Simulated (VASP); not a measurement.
Wanted: the native input for a VASP 6.6.1 run.

| Item | Value |
| --- | --- |
| Task | relaxation of cell and atoms |
| Functional | revPBE |
| Potentials or basis | VASP PAW PBE potentials, release 64 (Li_sv) |
| Cutoff | 600 eV |
| k mesh | 11 × 11 × 11 |
| Occupations | fermi-dirac, width 0.05 eV |
| Spin | no spin polarisation |
| Dipole correction | no |
| Further INCAR settings | ALGO = Normal; EDIFF = 1e-06; IBRION = 2; EDIFFG = -0.01; NSW = 60; ISIF = 3 |

The structure of Li lies in POSCAR:

```
Li
1.0
   -1.7546500000      1.7546500000      1.7546500000
    1.7546500000     -1.7546500000      1.7546500000
    1.7546500000      1.7546500000     -1.7546500000
Li
1
Direct
    0.0000000000      0.0000000000      0.0000000000
```

These files were run (other wordings do the same):

INCAR

```
  ALGO = Normal
  EDIFF = 1E-6
  EDIFFG = -0.01
  ENCUT = 600
  GGA = RE
  IBRION = 2
  ISIF = 3
  ISMEAR = -1
  LASPH = T
  LCHARG = F
  LREAL = F
  LWAVE = F
  NELM = 100
  NSW = 60
  PREC = Accurate
  SIGMA = 0.05
```

KPOINTS

```
k-points
0
Gamma
  11 11 11
```

Potentials or basis: VASP PAW PBE potentials, release 64 (Li_sv).

Run with:

```console
$ cat potpaw_PBE.64/Li_sv/POTCAR > POTCAR
$ mpirun -np 1 vasp_std > vasp.out
```

Results of the run:

- Relaxed volume: 20.92 Å³/atom
- Relaxed cell: a = 3.006 Å, b = 3.006 Å, c = 3.006 Å, α = 109.47°, β = 109.47°, γ = 109.47°
- Space group after relaxing (to 0.05 Å): Im-3m (No. 229)
- Energy gained by relaxing: 1.0 meV/atom
- Ionic steps: 3
- Pressure after relaxing: 0.0 GPa

Caveat: the cutoff is under 1.25 times the usual one of these potentials, so pressure, stress and relaxed cells hold a basis-set (Pulay) error; the PAW data sets were made with another functional, which shifts forces and pressure a little.

Wall time 5.5 s on 1 thread of Intel(R) Xeon(R) Platinum 8488C (Sapphire Rapids), on a shared host, peak memory 0.13 GiB.
